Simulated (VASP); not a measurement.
Input of a VASP 6.6.1 run:

The input INCAR:

```
SYSTEM = Bi2Se3
  PREC = Accurate
  ENCUT = 520
  EDIFF = 1E-7
  ISMEAR = 0
  SIGMA = 0.01
  LREAL = .FALSE.
  LASPH = .TRUE.
  NELM = 60
  ALGO = Normal
  ISIF = 2
  LWAVE = .FALSE.
  LCHARG = .FALSE.
  GGA = PE
  NBANDS = 32
```

The input KPOINTS:

```
Automatic mesh
0
G
  6 6 6
  0 0 0
```

Contents of POSCAR:

```
Bi2Se3
1.0
    2.0936564881      1.2087731370     10.4340298002
   -2.0936564881      1.2087731370     10.4340298002
    0.0000000000     -2.4175462740     10.4340298002
Bi Se
2 3
Direct
    0.3955941717      0.3955941717      0.3955941717
    0.6044058283      0.6044058283      0.6044058283
    0.0000000000      0.0000000000      0.0000000000
    0.2210304551      0.2210304551      0.2210304551
    0.7789695449      0.7789695449      0.7789695449
```

Potentials or basis: VASP PAW PBE potentials, release 64 (Bi_d, Se).

Run with:

```sh
$ cat potpaw_PBE.64/Bi_d/POTCAR potpaw_PBE.64/Se/POTCAR > POTCAR
$ mpirun -np 1 vasp_std > vasp.out
```

**Question.** Estimate the largest force.

**Answer.** 0.011 eV/Å.

**Question.** Estimate the pressure.

**Answer.** 0.0 GPa.

**Question.** Predict the band gap on the k mesh.

**Answer.** 0.69 eV (least direct gap 0.71 eV).

Forces on the atoms (eV/Å):
```
Bi   0.000  0.000 -0.008
Bi   0.000  0.000  0.008
Se   0.000  0.000  0.000
Se   0.000  0.000 -0.011
Se   0.000  0.000  0.011
```

Caveat: spin-orbit coupling is left out, which moves the levels of the heavy elements. A k mesh can miss the band edges.
